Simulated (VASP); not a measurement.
A run of VASP 6.6.1:

Contents of INCAR:

```
PREC     = Accurate       # precision mode
ENCUT    = 520            # plane-wave cutoff, eV
EDIFF    = 1E-8           # SCF threshold, eV
ISMEAR   = -1             # smearing method
SIGMA    = 0.05           # smearing width, eV
LREAL    = False          # projectors in reciprocal space
LASPH    = True           # aspherical terms in the spheres
NELM     = 60             # most SCF steps
ALGO     = Normal         # electronic algorithm
ISIF     = 2              # what is computed and relaxed
LWAVE    = False          # write WAVECAR
LCHARG   = True           # write CHGCAR
GGA      = PS             # functional
IBRION   = 8              # ionic algorithm
NSW      = 1              # ionic steps
```

KPOINTS

```
regular mesh
0
Gamma
  9 9 9
```

Contents of POSCAR:

```
SiF
1.0
    3.0286000000      0.0000000000      0.0000000000
    0.0000000000      3.0286000000      0.0000000000
    0.0000000000      0.0000000000      3.0286000000
Si F
1 1
Direct
    0.5000000000      0.5000000000      0.5000000000
    0.0000000000      0.0000000000      0.0000000000
```

Potentials or basis: VASP PAW PBE potentials, release 64 (Si, F).

The run is started by

```bash
$ cat potpaw_PBE.64/Si/POTCAR potpaw_PBE.64/F/POTCAR > POTCAR
$ mpirun -np 1 vasp_std > vasp.out
```

Hardware: 1 thread of Intel(R) Xeon(R) Platinum 8259CL CPU @ 2.50GHz (Skylake/Cascade Lake), with other jobs on the host.

Question: How long does it take, and how much memory?

Answer: It took 42 s on 1 thread of Intel(R) Xeon(R) Platinum 8259CL CPU @ 2.50GHz (Skylake/Cascade Lake), with other jobs on the host, peak memory 0.17 GiB. Counts: scf iterations 40, k points 35.
